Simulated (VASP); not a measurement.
# SiC (P6_3mc) in VASP: further runs

Runs on SiC. Level: PBE. Tasks: single point.

Everything below comes from runs of VASP 6.6.1. Logs are shortened: lines on timing, memory, paths and dates and some standing lists are left out, and cuts for length are marked.

## Step 1: The cell of the first run

It takes space group P6_3mc (No. 186, hexagonal). The conventional cell has a = 2.985 Å, b = 2.985 Å, c = 9.774 Å, α = 90.00°, β = 90.00°, γ = 120.00°. Within 2.4 Å of Si (site symmetry 3m) lie 4 C at 1.83 Å. Si (site symmetry 3m) has 4 C at 1.83 to 1.84 Å within 2.4 Å. Within 2.4 Å of C (site symmetry 3m) lie 4 Si at 1.83 Å. C (site symmetry 3m) has 4 Si at 1.83 to 1.84 Å within 2.4 Å.

## Step 2: Single point, PBE (strain -3.0%)

INCAR reads:

```
SYSTEM = SiC
ALGO = Normal
EDIFF = 1E-6
ENCUT = 520
GGA = PE
ISIF = 2
ISMEAR = -1
LASPH = .TRUE.
LCHARG = .TRUE.
LELF = .TRUE.
LREAL = .FALSE.
LVHAR = .TRUE.
LWAVE = .FALSE.
NBANDS = 26
NELM = 60
PREC = Accurate
SIGMA = 0.02
```

KPOINTS reads:

```
k-points
0
G
  12 12 4
  0 0 0
```

POSCAR reads:

```
SiC
1.0
    2.9852283820      0.0000000000      0.0000000000
   -1.4926141910      2.5852836149      0.0000000000
    0.0000000000      0.0000000000      9.7744211025
Si C
4 4
Direct
    0.0000000000      0.0000000000     -0.0001885079
    0.3333333333      0.6666666667      0.2499845726
    0.0000000000      0.0000000000      0.4998114921
    0.6666666667      0.3333333333      0.7499845726
    0.0000000000      0.0000000000      0.1872875697
    0.3333333333      0.6666666667      0.4379163656
    0.0000000000      0.0000000000      0.6872875697
    0.6666666667      0.3333333333      0.9379163656
```

Potentials or basis: VASP PAW PBE potentials, release 64 (Si, C).

Launch:

```
cat potpaw_PBE.64/Si/POTCAR potpaw_PBE.64/C/POTCAR > POTCAR
mpirun -np 1 vasp_std > vasp.out
```

OUTCAR:

```text
SYSTEM = SiC
   EDIFF = 1E-6
   ENCUT = 520
   GGA = PE
   ISIF = 2
   ISMEAR = -1
   LASPH = .TRUE.
   LREAL = .FALSE.
   NELM = 60
   PREC = Accurate

 ion  position               nearest neighbor table
   1  0.000  0.000  1.000-   8 1.83   8 1.83   8 1.83   5 1.83   4 2.99   4 2.99   4 2.99   2 2.99
                             2 2.99   2 2.99
   2  0.333  0.667  0.250-   5 1.83   5 1.83   5 1.83   6 1.84   3 2.99   3 2.99   3 2.99   1 2.99
                             1 2.99   1 2.99
   3  0.000  0.000  0.500-   6 1.83   6 1.83   6 1.83   7 1.83   2 2.99   2 2.99   2 2.99   4 2.99
                             4 2.99   4 2.99
   4  0.667  0.333  0.750-   7 1.83   7 1.83   7 1.83   8 1.84   1 2.99   1 2.99   1 2.99   3 2.99
                             3 2.99   3 2.99
   5  0.000  0.000  0.187-   2 1.83   2 1.83   2 1.83   1 1.83
   6  0.333  0.667  0.438-   3 1.83   3 1.83   3 1.83   2 1.84
   7  0.000  0.000  0.687-   4 1.83   4 1.83   4 1.83   3 1.83
   8  0.667  0.333  0.938-   1 1.83   1 1.83   1 1.83   4 1.84

  LATTYP: Found a hexagonal cell.
 ALAT       =     2.9852283820
 C/A-ratio  =     3.2742624187

  Lattice vectors:

 A1 = (   2.9852283820,   0.0000000000,   0.0000000000)
 A2 = (  -1.4926141910,   2.5852836149,   0.0000000000)
 A3 = (   0.0000000000,   0.0000000000,   9.7744211025)

Analysis of symmetry for initial positions (statically):
=====================================================================
 Subroutine PRICEL returns:
 Original cell was already a primitive cell.

 Routine SETGRP: Setting up the symmetry group for a
 hexagonal supercell.

 Subroutine GETGRP returns: Found 12 space group operations
 (whereof  6 operations were pure point group operations)
 out of a pool of 24 trial point group operations.

The static configuration has the point symmetry C_3v.
 The point group associated with its full space group is C_6v.

Analysis of symmetry for dynamics (positions and initial velocities):
=====================================================================
 Subroutine PRICEL returns:
 Original cell was already a primitive cell.

 Routine SETGRP: Setting up the symmetry group for a
 hexagonal supercell.

 Subroutine GETGRP returns: Found 12 space group operations
 (whereof  6 operations were pure point group operations)
 out of a pool of 24 trial point group operations.

The dynamic configuration has the point symmetry C_3v.
 The point group associated with its full space group is C_6v.

 Subroutine INISYM returns: Found 12 space group operations
 (whereof  6 operations are pure point group operations),
 and found     1 'primitive' translations

----------------------------------------------------------------------------------------

                                     Primitive cell

  volume of cell :      75.4357

  direct lattice vectors                    reciprocal lattice vectors
     2.985228382  0.000000000  0.000000000     0.334982746  0.193402378  0.000000000
    -1.492614191  2.585283615  0.000000000     0.000000000  0.386804757  0.000000000
     0.000000000  0.000000000  9.774421102     0.000000000  0.000000000  0.102307849

  length of vectors
     2.985228382  2.985228382  9.774421102     0.386804757  0.386804757  0.102307849

  position of ions in fractional coordinates (direct lattice)
     0.000000000  0.000000000  0.999811492
     0.333333333  0.666666667  0.249984573
     0.000000000  0.000000000  0.499811492
     0.666666667  0.333333333  0.749984573
     0.000000000  0.000000000  0.187287570
     0.333333333  0.666666667  0.437916366
     0.000000000  0.000000000  0.687287570
     0.666666667  0.333333333  0.937916366

  ion indices of the primitive-cell ions
   primitive index   ion index
                 1           1
                 2           2
                 3           3
                 4           4
                 5           5
                 6           6
                 7           7
                 8           8

----------------------------------------------------------------------------------------

 KPOINTS: k-points

Automatic generation of k-mesh.
 Grid dimensions read from file:
 generate k-points for:   12   12    4

 Generating k-lattice:

  Cartesian coordinates                     Fractional coordinates (reciprocal lattice)
     0.027915229  0.016116865  0.000000000     0.083333333 -0.000000000  0.000000000
     0.000000000  0.032233730  0.000000000     0.000000000  0.083333333  0.000000000
     0.000000000  0.000000000  0.025576962     0.000000000  0.000000000  0.250000000

  Length of vectors
     0.032233730  0.032233730  0.025576962

  Shift w.r.t. Gamma in fractional coordinates (k-lattice)
     0.000000000  0.000000000  0.000000000

 Subroutine IBZKPT returns following result:
 ===========================================

 Found     57 irreducible k-points:

 Following reciprocal coordinates:
            Coordinates               Weight
  0.000000  0.000000  0.000000      1.000000
  0.083333  0.000000  0.000000      6.000000
  0.166667  0.000000  0.000000      6.000000
  0.250000  0.000000  0.000000      6.000000
  0.333333 -0.000000  0.000000      6.000000
  0.416667 -0.000000  0.000000      6.000000
[... 16 lines left out ...]
  0.250000  0.000000  0.250000     12.000000
  0.333333 -0.000000  0.250000     12.000000
 [... further k-points ...]
   k-points           NKPTS =     57   k-points in BZ     NKDIM =     57   number of bands    NBANDS=     26
   number of dos      NEDOS =    301   number of ions     NIONS =      8
   total plane-waves  NPLWV =  46080
   dimension x,y,z NGX =    24 NGY =   24 NGZ =   80
   dimension x,y,z NGXF=    48 NGYF=   48 NGZF=  160
   ions per type =               4   4
   NGX,Y,Z   is equivalent  to a cutoff of  13.37, 13.37, 13.61 a.u.
   NGXF,Y,Z  is equivalent  to a cutoff of  26.73, 26.73, 27.21 a.u.
 SYSTEM =  SiC
   PREC   = accura    normal or accurate (medium, high low for compatibility)
   ISTART =      0    job   : 0-new  1-cont  2-samecut
   ICHARG =      2    charge: 1-file 2-atom 10-const
   ISPIN  =      1    spin polarized calculation?
   LNONCOLLINEAR =      F non collinear calculations
   LSORBIT =      F    spin-orbit coupling
   LASPH  =      T    aspherical Exc in radial PAW
   ENCUT  =  520.0 eV  38.22 Ry    6.18 a.u.   5.55  5.55 18.17*2*pi/ulx,y,z
   NELM   =     60;   NELMIN=  2; NELMDL= -5     # of ELM steps
   EDIFF  = 0.1E-05   stopping-criterion for ELM
   LREAL  =      F    real-space projection
   EDIFFG = 0.1E-04   stopping-criterion for IOM
   NSW    =      0    number of steps for IOM
   IBRION =     -1    ionic relax: 0-MD 1-quasi-New 2-CG
   NFREE  =      0    steps in history (QN), initial steepest desc. (CG)
   ISIF   =      2    stress and relaxation
   ISYM   =      2    0-nonsym 1-usesym 2-fastsym
   POTIM  = 0.5000    time-step for ionic-motion
   TEBEG  =    0.0;   TEEND  =   0.0 temperature during run
   PSTRESS=    0.0 pullay stress
   NELECT =      32.0000    total number of electrons
   NUPDOWN=      -1.0000    fix difference up-down
   EMIN   =  10.00;   EMAX   =-10.00  energy-range for DOS
   EFERMI =   0.00;   METHOD = LEGACY
   ISMEAR =    -1;   SIGMA  =   0.02  broadening in eV -4-tet -1-fermi 0-gaus
   EFERMI_NEDOS =   21; number of points for ismear=-14 and -15
   IALGO  =     38    algorithm
   IMIX   =      4    mixing-type and parameters
     AMIX     =   0.40;   BMIX     =  1.00
     AMIX_MAG =   1.60;   BMIX_MAG =  1.00
  volume/ion in A,a.u.               =       9.43        63.63
  Fermi-wavevector in a.u.,A,eV,Ry     =   1.230078  2.324510 20.586856  1.513091
  Thomas-Fermi vector in A             =   2.364940
   LORBIT       =      0    0 simple, 1 ext, 2 COOP (PROOUT), +10 PAW based schemes
   GGA     = PE    functional components
   LHFCALC =     F    Hartree Fock is set to
   AEXX    =    0.0000 exact exchange contribution
   IVDW    =     0    specifies the selected vdW correction
   LEPSILON=     F    determine dielectric tensor
   LRPA    =     F    only Hartree local field effects (RPA)
 non-spin polarized calculation
  energy-cutoff  :      520.00
  volume of cell :       75.44
 maximum number of plane-waves:      2077
 NGX is ok and might be reduce to    24
   NGX = 11   NGY = 11   NGZ = 37

 number of electron      32.0000000 magnetization

 Free energy of the ion-electron system (eV)
  ---------------------------------------------------
  ext. energy  EPLUGINS =         0.00000000
  ---------------------------------------------------
  free energy    TOTEN  =       -59.56186291 eV

  energy without entropy =      -59.56186291  energy(sigma->0) =      -59.56186291

 E-fermi :   9.6255     XC(G=0): -11.7632

 val. band max:        9.2555354266   @ k =   0.0000   0.0000   0.0000
 cond. band min:      11.4891196905   @ k =   0.5000   0.0000   0.0000
 fundamental gap:      2.2335842640
 Fermi energy:         9.6254800349

 k-point     1 :       0.0000    0.0000    0.0000
  band No.  band energies     occupation
      1      -6.9789      2.00000
      2      -5.7107      2.00000
      3      -5.6706      2.00000
      4      -3.0552      2.00000
      5       0.1055      2.00000
      6       4.6960      2.00000
[... 18 lines left out ...]
     25      17.3629      0.00000
     26      17.8367      0.00000

 k-point     2 :       0.0833    0.0000    0.0000
  band No.  band energies     occupation
      1      -6.8491      2.00000
      2      -5.5851      2.00000
      3      -5.5443      2.00000
      4      -2.9460      2.00000
      5       0.2282      2.00000
      6       4.7435      2.00000
[... 18 lines left out ...]
     25      17.2789      0.00000
     26      17.9308      0.00000

 k-point     3 :       0.1667    0.0000    0.0000
  band No.  band energies     occupation
      1      -6.4629      2.00000
      2      -5.2124      2.00000
      3      -5.1694      2.00000
      4      -2.6280      2.00000
      5       0.5888      2.00000
      6       4.7499      2.00000
[... 572 lines left out ...]
 k-point    23 :       0.2500    0.0000    0.2500
  band No.  band energies     occupation
      1      -5.7506      2.00000
      2      -5.1204      2.00000
      3      -3.9224      2.00000
      4      -2.4783      2.00000
      5       1.5688      2.00000
      6       3.3684      2.00000
[... 18 lines left out ...]
     25      18.8142      0.00000
     26      18.9081      0.00000

 k-point    24 :       0.3333   -0.0000    0.2500
  band No.  band energies     occupation
      1      -4.8993      2.00000
      2      -4.2934      2.00000
      3      -3.1611      2.00000
      4      -1.8800      2.00000
      5       1.7176      2.00000
      6       2.2395      2.00000
[... 18 lines left out ...]
     25      18.5403      0.00000
     26      19.1204      0.00000

 [... further k-points ...]
[... 5 lines left out ...]
  --------------------------------------------------------------------------------------
  -------------------------------------------------------------------------------------
  Total       13.2830684     13.2830684     13.0704044      0.0000000      0.0000000      0.0000000
  in kB      282.1189063    282.1189063    277.6021374      0.0000000      0.0000000      0.0000000
  external PRESSURE =     280.6133167 kB  Pullay stress =       0.0000000 kB

 VOLUME and BASIS-vectors are now :
 -----------------------------------------------------------------------------
  energy-cutoff  :      520.00
  volume of cell :       75.44
      direct lattice vectors                 reciprocal lattice vectors
     2.985228382  0.000000000  0.000000000     0.334982746  0.193402378  0.000000000
    -1.492614191  2.585283615  0.000000000     0.000000000  0.386804757  0.000000000
     0.000000000  0.000000000  9.774421102     0.000000000  0.000000000  0.102307849

 POSITION                                       TOTAL-FORCE (eV/Angst)
 -----------------------------------------------------------------------------------
      0.00000      0.00000      9.77258        -0.000000     -0.000000      0.000818
     -0.00000      1.72352      2.44345        -0.000000     -0.000000      0.004846
      0.00000      0.00000      4.88537         0.000000     -0.000000      0.000818
      1.49261      0.86176      7.33067         0.000000     -0.000000      0.004846
      0.00000      0.00000      1.83063        -0.000000     -0.000000      0.001965
     -0.00000      1.72352      4.28038         0.000000     -0.000000     -0.007629
      0.00000      0.00000      6.71784         0.000000     -0.000000      0.001965
      1.49261      0.86176      9.16759        -0.000000      0.000000     -0.007629
 -----------------------------------------------------------------------------------
    total drift:                                0.000000      0.000000      0.000604

  FREE ENERGIE OF THE ION-ELECTRON SYSTEM (eV)
  ---------------------------------------------------
  free  energy   TOTEN  =       -59.5618629119 eV

  energy  without entropy=      -59.5618629118  energy(sigma->0) =      -59.56186291
```

Run time: 44 s. Hardware: 1 thread of Intel Xeon 6975P-C (Granite Rapids), shared host; peak memory 0.24 GiB.

Results:

* Free energy: -59.5619 eV
* Pressure: 28.1 GPa
* Largest force: 0.008 eV/Å
* Band gap on the k mesh: 2.23 eV, indirect (least direct gap 3.38 eV)

Forces in eV/Å, atoms in the order of the input:
```
Si   0.000  0.000  0.001
Si   0.000  0.000  0.005
Si   0.000  0.000  0.001
Si   0.000  0.000  0.005
C    0.000  0.000  0.002
C    0.000  0.000 -0.008
C    0.000  0.000  0.002
C    0.000  0.000 -0.008
```

Stress tensor (GPa, compression positive):
```
28.21  0.00  0.00
 0.00 28.21  0.00
 0.00  0.00 27.76
```

Caveat: the cell differs from its parent crystal (strain -3.0%). A k mesh can miss the band edges.

## Step 3: Single point, PBE (strain -2.0%)

INCAR reads:

```
SYSTEM = SiC
ALGO = Normal
EDIFF = 1E-7
ENCUT = 520
GGA = PE
ISIF = 2
ISMEAR = -1
LASPH = .True.
LCHARG = .False.
LREAL = .False.
LWAVE = .False.
NBANDS = 26
NELM = 100
PREC = Accurate
SIGMA = 0.02
```

KPOINTS reads:

```
k-points
0
Gamma
  12 12 4
  0 0 0
```

POSCAR reads:

```
SiC
1.0
    3.0160039324      0.0000000000      0.0000000000
   -1.5080019662      2.6119360233      0.0000000000
    0.0000000000      0.0000000000      9.8751883303
Si C
4 4
Direct
    0.0000000000      0.0000000000     -0.0001714550
    0.3333333333      0.6666666667      0.2499596674
    0.0000000000      0.0000000000      0.4998285450
    0.6666666667      0.3333333333      0.7499596674
    0.0000000000      0.0000000000      0.1872873145
    0.3333333333      0.6666666667      0.4379244731
    0.0000000000      0.0000000000      0.6872873145
    0.6666666667      0.3333333333      0.9379244731
```

Potentials or basis: VASP PAW PBE potentials, release 64 (Si, C).

Launch:

```
cat potpaw_PBE.64/Si/POTCAR potpaw_PBE.64/C/POTCAR > POTCAR
mpirun -np 1 vasp_std > vasp.out
```

OUTCAR:

```text
SYSTEM = SiC
   EDIFF = 1E-7
   ENCUT = 520
   GGA = PE
   ISIF = 2
   ISMEAR = -1
   LASPH = .True.
   LREAL = .False.
   NELM = 100
   PREC = Accurate

 ion  position               nearest neighbor table
   1  0.000  0.000  1.000-   8 1.85   8 1.85   8 1.85   5 1.85   4 3.02   4 3.02   4 3.02   2 3.02
                             2 3.02   2 3.02
   2  0.333  0.667  0.250-   5 1.85   5 1.85   5 1.85   6 1.86   3 3.02   3 3.02   3 3.02   1 3.02
                             1 3.02   1 3.02
   3  0.000  0.000  0.500-   6 1.85   6 1.85   6 1.85   7 1.85   2 3.02   2 3.02   2 3.02   4 3.02
                             4 3.02   4 3.02
   4  0.667  0.333  0.750-   7 1.85   7 1.85   7 1.85   8 1.86   1 3.02   1 3.02   1 3.02   3 3.02
                             3 3.02   3 3.02
   5  0.000  0.000  0.187-   2 1.85   2 1.85   2 1.85   1 1.85
   6  0.333  0.667  0.438-   3 1.85   3 1.85   3 1.85   2 1.86
   7  0.000  0.000  0.687-   4 1.85   4 1.85   4 1.85   3 1.85
   8  0.667  0.333  0.938-   1 1.85   1 1.85   1 1.85   4 1.86

  LATTYP: Found a hexagonal cell.
 ALAT       =     3.0160039324
 C/A-ratio  =     3.2742624186

[... 193 lines left out ...]

 E-fermi :   9.2711     XC(G=0): -11.6261

 val. band max:        8.8896299268   @ k =   0.0000   0.0000   0.0000
 cond. band min:      11.1218767869   @ k =   0.5000   0.0000   0.0000
 fundamental gap:      2.2322468601
 Fermi energy:         9.2711116842

 k-point     1 :       0.0000    0.0000    0.0000
  band No.  band energies     occupation
      1      -7.0909      2.00000
      2      -5.8534      2.00000
      3      -5.8146      2.00000
      4      -3.2893      2.00000
      5      -0.0776      2.00000
      6       4.3902      2.00000
[... 685 lines left out ...]
     25      17.9517      0.00000
     26      18.5403      0.00000

 [... further k-points ...]
[... 5 lines left out ...]
  --------------------------------------------------------------------------------------
  -------------------------------------------------------------------------------------
  Total        9.2030159      9.2030159      9.0470169     -0.0000000      0.0000000      0.0000000
  in kB      189.5400230    189.5400230    186.3271565     -0.0000000      0.0000000      0.0000000
  external PRESSURE =     188.4690675 kB  Pullay stress =       0.0000000 kB

 VOLUME and BASIS-vectors are now :
 -----------------------------------------------------------------------------
  energy-cutoff  :      520.00
  volume of cell :       77.79
      direct lattice vectors                 reciprocal lattice vectors
     3.016003932  0.000000000  0.000000000     0.331564554  0.191428885  0.000000000
    -1.508001966  2.611936023  0.000000000     0.000000000  0.382857770  0.000000000
     0.000000000  0.000000000  9.875188330     0.000000000  0.000000000  0.101263892

 POSITION                                       TOTAL-FORCE (eV/Angst)
 -----------------------------------------------------------------------------------
      0.00000      0.00000      9.87350         0.000000      0.000000     -0.000735
     -0.00000      1.74129      2.46840         0.000000      0.000000      0.004264
      0.00000      0.00000      4.93590        -0.000000      0.000000     -0.000735
      1.50800      0.87065      7.40599         0.000000     -0.000000      0.004264
      0.00000      0.00000      1.84950         0.000000      0.000000      0.002927
     -0.00000      1.74129      4.32459         0.000000     -0.000000     -0.006457
      0.00000      0.00000      6.78709        -0.000000     -0.000000      0.002927
      1.50800      0.87065      9.26218        -0.000000     -0.000000     -0.006457
 -----------------------------------------------------------------------------------
    total drift:                                0.000000      0.000000     -0.000386

  FREE ENERGIE OF THE ION-ELECTRON SYSTEM (eV)
  ---------------------------------------------------
  free  energy   TOTEN  =       -59.9061017560 eV

  energy  without entropy=      -59.9061017560  energy(sigma->0) =      -59.90610176
```

Wall time 51 s (1 thread of Intel Xeon 6975P-C (Granite Rapids), shared host); peak memory 0.24 GiB.

Results:

- Free energy: -59.9061 eV
- Pressure: 18.8 GPa
- Largest force: 0.006 eV/Å
- Band gap on the k mesh: 2.23 eV, indirect (least direct gap 3.37 eV)

Forces in eV/Å, atoms in the order of the input:
```
Si   0.000  0.000 -0.001
Si   0.000  0.000  0.004
Si   0.000  0.000 -0.001
Si   0.000  0.000  0.004
C    0.000  0.000  0.003
C    0.000  0.000 -0.006
C    0.000  0.000  0.003
C    0.000  0.000 -0.006
```

Stress tensor (GPa, compression positive):
```
18.95  0.00  0.00
 0.00 18.95  0.00
 0.00  0.00 18.63
```

Levels at points of the mesh, in eV from the valence-band top:
| k point | band 14 | band 15 | band 16 | band 17 | band 18 | band 19 |
| --- | --- | --- | --- | --- | --- | --- |
| (0.00, 0.00, 0.00) | -0.06 | 0.00 | 0.00 | 5.64 | 6.21 | 6.87 |
| (0.50, 0.00, 0.00) | -2.28 | -1.62 | -1.14 | 2.23 | 2.41 | 4.40 |
| (0.00, 0.00, 0.50) | -0.21 | -0.21 | -0.21 | 5.84 | 5.84 | 7.34 |
| (0.50, 0.00, 0.50) | -2.59 | -1.59 | -1.59 | 2.68 | 2.68 | 4.36 |

Caveat: the cell differs from its parent crystal (strain -2.0%). A k mesh can miss the band edges.

(Continued in part 2 of 2.)
